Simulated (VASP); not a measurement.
# NaCl (Fm-3m) in VASP: further runs

Runs on NaCl. Level: PBE. Tasks: single point.

Program: VASP 6.6.1. These are calculated values, not measurements. Logs are shortened: lines on timing, memory, paths and dates and some standing lists are left out, and cuts for length are marked.

**1. The cell of the first run**

It takes space group Fm-3m (No. 225, cubic). The conventional cell has a = 5.493 Å, b = 5.493 Å, c = 5.493 Å, α = 90.00°, β = 90.00°, γ = 90.00°. Within 3.6 Å of Na (site symmetry m-3m) lie 6 Cl at 2.75 Å. Cl (site symmetry m-3m) has 6 Na at 2.75 Å within 3.6 Å.

**2. Single point, PBE (strain -2.0%)**

INCAR

```
  PREC = Accurate
  ENCUT = 520
  EDIFF = 1E-6
  ISMEAR = 0
  SIGMA = 0.01
  LREAL = F
  LASPH = T
  NELM = 100
  ALGO = Normal
  ISIF = 2
  LWAVE = F
  LCHARG = F
  GGA = PE
  NBANDS = 14
```

KPOINTS

```
regular mesh
0
Gamma
  4 4 4
```

POSCAR

```
NaCl
1.0
    0.0000000000      2.7466448537      2.7466448537
    2.7466448537      0.0000000000      2.7466448537
    2.7466448537      2.7466448537      0.0000000000
Na Cl
1 1
Direct
    0.0000000000      0.0000000000      0.0000000000
    0.5000000000      0.5000000000      0.5000000000
```

Potentials or basis: VASP PAW PBE potentials, release 64 (Na_pv, Cl).

On the command line:

```console
> cat potpaw_PBE.64/Na_pv/POTCAR potpaw_PBE.64/Cl/POTCAR > POTCAR
> mpirun -np 1 vasp_std > vasp.out
```

OUTCAR:

```text
PREC = Accurate
   ENCUT = 520
   EDIFF = 1E-6
   ISMEAR = 0
   LREAL = F
   LASPH = T
   NELM = 100
   ISIF = 2
   GGA = PE

 ion  position               nearest neighbor table
   1  0.000  0.000  0.000-
   2  0.500  0.500  0.500-

  LATTYP: Found a face centered cubic cell.
 ALAT       =     5.4932897074

  Lattice vectors:

 A1 = (   0.0000000000,   2.7466448537,   2.7466448537)
 A2 = (   2.7466448537,   0.0000000000,   2.7466448537)
 A3 = (   2.7466448537,   2.7466448537,   0.0000000000)

Analysis of symmetry for initial positions (statically):
=====================================================================
 Subroutine PRICEL returns:
 Original cell was already a primitive cell.

 Routine SETGRP: Setting up the symmetry group for a
 face centered cubic supercell.

 Subroutine GETGRP returns: Found 48 space group operations
 (whereof 48 operations were pure point group operations)
 out of a pool of 48 trial point group operations.

The static configuration has the point symmetry O_h .

Analysis of symmetry for dynamics (positions and initial velocities):
=====================================================================
 Subroutine PRICEL returns:
 Original cell was already a primitive cell.

 Routine SETGRP: Setting up the symmetry group for a
 face centered cubic supercell.

 Subroutine GETGRP returns: Found 48 space group operations
 (whereof 48 operations were pure point group operations)
 out of a pool of 48 trial point group operations.

The dynamic configuration has the point symmetry O_h .

 Subroutine INISYM returns: Found 48 space group operations
 (whereof 48 operations are pure point group operations),
 and found     1 'primitive' translations

----------------------------------------------------------------------------------------

                                     Primitive cell

  volume of cell :      41.4417

  direct lattice vectors                    reciprocal lattice vectors
     0.000000000  2.746644854  2.746644854    -0.182040281  0.182040281  0.182040281
     2.746644854  0.000000000  2.746644854     0.182040281 -0.182040281  0.182040281
     2.746644854  2.746644854  0.000000000     0.182040281  0.182040281 -0.182040281

  length of vectors
     3.884342403  3.884342403  3.884342403     0.315303015  0.315303015  0.315303015

  position of ions in fractional coordinates (direct lattice)
     0.000000000  0.000000000  0.000000000
     0.500000000  0.500000000  0.500000000

  ion indices of the primitive-cell ions
   primitive index   ion index
                 1           1
                 2           2

----------------------------------------------------------------------------------------

 KPOINTS: regular mesh

Automatic generation of k-mesh.
 Grid dimensions read from file:
 generate k-points for:    4    4    4

 Generating k-lattice:

  Cartesian coordinates                     Fractional coordinates (reciprocal lattice)
    -0.045510070  0.045510070  0.045510070     0.250000000  0.000000000  0.000000000
     0.045510070 -0.045510070  0.045510070     0.000000000  0.250000000  0.000000000
     0.045510070  0.045510070 -0.045510070     0.000000000  0.000000000  0.250000000

  Length of vectors
     0.078825754  0.078825754  0.078825754

  Shift w.r.t. Gamma in fractional coordinates (k-lattice)
     0.000000000  0.000000000  0.000000000

 Subroutine IBZKPT returns following result:
 ===========================================

 Found      8 irreducible k-points:

 Following reciprocal coordinates:
            Coordinates               Weight
  0.000000  0.000000  0.000000      1.000000
  0.250000  0.000000  0.000000      8.000000
  0.500000  0.000000  0.000000      4.000000
  0.250000  0.250000  0.000000      6.000000
  0.500000  0.250000  0.000000     24.000000
 -0.250000  0.250000  0.000000     12.000000
  0.500000  0.500000  0.000000      3.000000
 -0.250000  0.500000  0.250000      6.000000
   k-points           NKPTS =      8   k-points in BZ     NKDIM =      8   number of bands    NBANDS=     14
   number of dos      NEDOS =    301   number of ions     NIONS =      2
   total plane-waves  NPLWV =  27000
   dimension x,y,z NGX =    30 NGY =   30 NGZ =   30
   dimension x,y,z NGXF=    60 NGYF=   60 NGZF=   60
   ions per type =               1   1
   NGX,Y,Z   is equivalent  to a cutoff of  12.84, 12.84, 12.84 a.u.
   NGXF,Y,Z  is equivalent  to a cutoff of  25.68, 25.68, 25.68 a.u.
 SYSTEM =  unknown system
   PREC   = accura    normal or accurate (medium, high low for compatibility)
   ISTART =      0    job   : 0-new  1-cont  2-samecut
   ICHARG =      2    charge: 1-file 2-atom 10-const
   ISPIN  =      1    spin polarized calculation?
   LNONCOLLINEAR =      F non collinear calculations
   LSORBIT =      F    spin-orbit coupling
   LASPH  =      T    aspherical Exc in radial PAW
   ENCUT  =  520.0 eV  38.22 Ry    6.18 a.u.   7.22  7.22  7.22*2*pi/ulx,y,z
   NELM   =    100;   NELMIN=  2; NELMDL= -5     # of ELM steps
   EDIFF  = 0.1E-05   stopping-criterion for ELM
   LREAL  =      F    real-space projection
   EDIFFG = 0.1E-04   stopping-criterion for IOM
   NSW    =      0    number of steps for IOM
   IBRION =     -1    ionic relax: 0-MD 1-quasi-New 2-CG
   NFREE  =      0    steps in history (QN), initial steepest desc. (CG)
   ISIF   =      2    stress and relaxation
   ISYM   =      2    0-nonsym 1-usesym 2-fastsym
   POTIM  = 0.5000    time-step for ionic-motion
   TEBEG  =    0.0;   TEEND  =   0.0 temperature during run
   PSTRESS=    0.0 pullay stress
   NELECT =      14.0000    total number of electrons
   NUPDOWN=      -1.0000    fix difference up-down
   EMIN   =  10.00;   EMAX   =-10.00  energy-range for DOS
   EFERMI =   0.00;   METHOD = LEGACY
   ISMEAR =     0;   SIGMA  =   0.01  broadening in eV -4-tet -1-fermi 0-gaus
   EFERMI_NEDOS =   21; number of points for ismear=-14 and -15
   IALGO  =     38    algorithm
   IMIX   =      4    mixing-type and parameters
     AMIX     =   0.40;   BMIX     =  1.00
     AMIX_MAG =   1.60;   BMIX_MAG =  1.00
  volume/ion in A,a.u.               =      20.72       139.83
  Fermi-wavevector in a.u.,A,eV,Ry     =   1.140175  2.154619 17.687573  1.300000
  Thomas-Fermi vector in A             =   2.276878
   LORBIT       =      0    0 simple, 1 ext, 2 COOP (PROOUT), +10 PAW based schemes
   GGA     = PE    functional components
   LHFCALC =     F    Hartree Fock is set to
   AEXX    =    0.0000 exact exchange contribution
   IVDW    =     0    specifies the selected vdW correction
   LEPSILON=     F    determine dielectric tensor
   LRPA    =     F    only Hartree local field effects (RPA)
 non-spin polarized calculation
 Gauss-broadening in eV      SIGMA  =   0.01
  energy-cutoff  :      520.00
  volume of cell :       41.44
 maximum number of plane-waves:      1139
 NGX is ok and might be reduce to    30
   NGX = 15   NGY = 15   NGZ = 15

 number of electron      14.0000004 magnetization

 Free energy of the ion-electron system (eV)
  ---------------------------------------------------
  ext. energy  EPLUGINS =         0.00000000
  ---------------------------------------------------
  free energy    TOTEN  =        -6.73065446 eV

  energy without entropy =       -6.73065446  energy(sigma->0) =       -6.73065446

 E-fermi :  -0.1068     XC(G=0):  -8.5087

 val. band max:       -0.2454325613   @ k =   0.0000   0.0000   0.0000
 cond. band min:       5.1833558333   @ k =   0.0000   0.0000   0.0000
 fundamental gap:      5.4287883946
 Fermi energy:        -0.1068351365

 k-point     1 :       0.0000    0.0000    0.0000
  band No.  band energies     occupation
      1     -20.9283      2.00000
      2     -20.9283      2.00000
      3     -20.9283      2.00000
      4     -13.0964      2.00000
      5      -0.2454      2.00000
      6      -0.2454      2.00000
      7      -0.2454      2.00000
      8       5.1834      0.00000
      9      10.9448      0.00000
     10      10.9448      0.00000
     11      10.9448      0.00000
     12      13.2122      0.00000
     13      13.2122      0.00000
     14      14.9511      0.00000

 k-point     2 :       0.2500    0.0000    0.0000
  band No.  band energies     occupation
      1     -20.9497      2.00000
      2     -20.9297      2.00000
      3     -20.9297      2.00000
      4     -12.8904      2.00000
      5      -1.4819      2.00000
      6      -0.4062      2.00000
      7      -0.4062      2.00000
      8       6.6834      0.00000
      9       9.9639      0.00000
     10      11.3044      0.00000
     11      11.3044      0.00000
     12      13.2248      0.00000
     13      13.2248      0.00000
     14      16.0056      0.00000

 k-point     3 :       0.5000    0.0000    0.0000
  band No.  band energies     occupation
      1     -20.9707      2.00000
      2     -20.9311      2.00000
      3     -20.9311      2.00000
      4     -12.6696      2.00000
      5      -2.4201      2.00000
      6      -0.5563      2.00000
      7      -0.5563      2.00000
      8       7.1638      0.00000
      9      10.9140      0.00000
     10      10.9140      0.00000
     11      11.0423      0.00000
     12      15.2726      0.00000
     13      16.2601      0.00000
     14      16.2601      0.00000
[... 52 lines left out ...]
 k-point     7 :       0.5000    0.5000    0.0000
  band No.  band energies     occupation
      1     -20.9565      2.00000
      2     -20.9396      2.00000
      3     -20.9395      2.00000
      4     -12.6190      2.00000
      5      -2.1222      2.00000
      6      -0.9212      2.00000
      7      -0.9212      2.00000
      8       7.5193      0.00000
      9       7.7528      0.00000
     10      11.6531      0.00000
     11      15.2577      0.00000
     12      15.2577      0.00000
     13      15.3135      0.00000
     14      17.1324      0.00000

 k-point     8 :      -0.2500    0.5000    0.2500
  band No.  band energies     occupation
      1     -20.9480      2.00000
      2     -20.9480      2.00000
      3     -20.9429      2.00000
      4     -12.5948      2.00000
      5      -1.5944      2.00000
      6      -1.5944      2.00000
      7      -1.1074      2.00000
      8       8.9090      0.00000
      9       9.6601      0.00000
     10       9.6601      0.00000
     11      11.5142      0.00000
     12      16.0851      0.00000
     13      16.0851      0.00000
     14      16.6148      0.00000

------------------------ aborting loop because EDIFF is reached ----------------------------------------

  FORCE on cell =-STRESS in cart. coord.  units (eV):
  Direction    XX          YY          ZZ          XY          YZ          ZX
  --------------------------------------------------------------------------------------
  -------------------------------------------------------------------------------------
  Total        0.8577329      0.8577329      0.8577329     -0.0000000      0.0000000     -0.0000000
  in kB       33.1608084     33.1608084     33.1608084     -0.0000000      0.0000000     -0.0000000
  external PRESSURE =      33.1608084 kB  Pullay stress =       0.0000000 kB

 VOLUME and BASIS-vectors are now :
 -----------------------------------------------------------------------------
  energy-cutoff  :      520.00
  volume of cell :       41.44
      direct lattice vectors                 reciprocal lattice vectors
     0.000000000  2.746644854  2.746644854    -0.182040281  0.182040281  0.182040281
     2.746644854  0.000000000  2.746644854     0.182040281 -0.182040281  0.182040281
     2.746644854  2.746644854  0.000000000     0.182040281  0.182040281 -0.182040281

 POSITION                                       TOTAL-FORCE (eV/Angst)
 -----------------------------------------------------------------------------------
      0.00000      0.00000      0.00000        -0.000000      0.000000      0.000000
      2.74664      2.74664      2.74664         0.000000     -0.000000     -0.000000
 -----------------------------------------------------------------------------------
    total drift:                               -0.000000      0.000000      0.000000

  FREE ENERGIE OF THE ION-ELECTRON SYSTEM (eV)
  ---------------------------------------------------
  free  energy   TOTEN  =        -6.7306544571 eV

  energy  without entropy=       -6.7306544571  energy(sigma->0) =       -6.73065446
```

Wall time 4.9 s (1 thread of Intel Xeon 6975P-C (Granite Rapids), shared host); peak memory 0.15 GiB.

What came out:

| Property | Result |
| --- | --- |
| Free energy | -6.7307 eV |
| Pressure | 3.3 GPa |
| Band gap on the k mesh | 5.43 eV, direct |

Caveat: the k points lie up to 0.50 Å⁻¹ apart; the cell differs from its parent crystal (strain -2.0%).

**3. Single point, PBE (strain +5.0%)**

INCAR

```
SYSTEM = NaCl
PREC = Accurate ; ENCUT = 520
EDIFF = 1E-7 ; ISMEAR = 0
SIGMA = 0.01 ; LREAL = .False.
LASPH = .True. ; NELM = 60
ALGO = Normal ; ISIF = 2
LWAVE = .False. ; LCHARG = .True.
GGA = PE ; LELF = .True.
LVHAR = .True. ; NBANDS = 14
```

KPOINTS

```
Automatic mesh
0
Gamma
  4 4 4
  0 0 0
```

POSCAR

```
NaCl
1.0
    0.0000000000      2.9428337719      2.9428337719
    2.9428337719      0.0000000000      2.9428337719
    2.9428337719      2.9428337719      0.0000000000
Na Cl
1 1
Direct
    0.0000000000      0.0000000000      0.0000000000
    0.5000000000      0.5000000000      0.5000000000
```

Potentials or basis: VASP PAW PBE potentials, release 64 (Na_pv, Cl).

On the command line:

```console
> cat potpaw_PBE.64/Na_pv/POTCAR potpaw_PBE.64/Cl/POTCAR > POTCAR
> mpirun -np 1 vasp_std > vasp.out
```

It took 6.1 s on 1 thread of Intel Xeon 6975P-C (Granite Rapids), shared host; peak memory 0.16 GiB.

The run converged. Its results:

```yaml
Free_energy: -6.7469 eV
Pressure: -1.9 GPa
Band_gap_on_the_k_mesh: 4.65 eV, direct
```

Levels at points of the mesh, in eV from the valence-band top:
```tsv
k point	band 3	band 4	band 5	band 6	band 7	band 8	band 9	band 10	band 11	band 12
(0.00, 0.00, 0.00)	-21.10	-12.40	0.00	0.00	0.00	4.65	10.96	10.96	10.96	12.96
(0.50, 0.00, 0.00)	-21.10	-12.18	-1.57	-0.20	-0.20	7.03	9.62	10.64	10.64	14.15
(0.50, 0.50, 0.00)	-21.10	-12.14	-1.35	-0.48	-0.48	7.15	8.14	10.45	13.67	13.67
```

Caveat: the k points lie up to 0.46 Å⁻¹ apart; the cell differs from its parent crystal (strain +5.0%).
